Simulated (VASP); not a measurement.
## Pd: single point with PBE

Pd:

```xyz
1
Lattice="0.0000 1.9955 1.9955 1.9955 0.0000 1.9955 1.9955 1.9955 0.0000" Properties=species:S:1:pos:R:3 pbc="T T T"
Pd    0.0000    0.0000    0.0000
```

| Item | Value |
| --- | --- |
| Program | VASP 6.6.1 |
| Task | single point |
| Functional | PBE |
| Potentials or basis | VASP PAW PBE potentials, release 64 (Pd) |
| Cutoff | 500 eV |
| k mesh | 8 × 8 × 8 |
| Occupations | fermi-dirac, width 0.1 eV |
| Spin | no spin polarisation |
| Dipole correction | no |
| Further INCAR settings | ALGO = Normal; EDIFF = 1e-06; NBANDS = 11 |

| Quantity | Value |
| --- | --- |
| Pressure | -4.9 GPa |
| Band gap on the k mesh | zero (band 5 reaches 8.85 eV, above the bottom of band 6 at 7.44 eV) |

Levels at points of the mesh, in eV from the Fermi level:
```
           k point  band 3  band 4  band 5  band 6  band 7  band 8
(0.00, 0.00, 0.00)   -2.58   -2.58   -1.16   -1.16   17.05   21.40
(0.50, 0.00, 0.00)   -2.62   -0.10   -0.10    1.09    6.68   16.38
(0.50, 0.50, 0.00)   -0.12    0.18    0.18    3.28    9.94   12.72
```

Run time: 9.6 s on 1 thread of Intel(R) Xeon(R) Platinum 8375C CPU @ 2.90GHz (Ice Lake), on a shared host, peak memory 0.14 GiB.
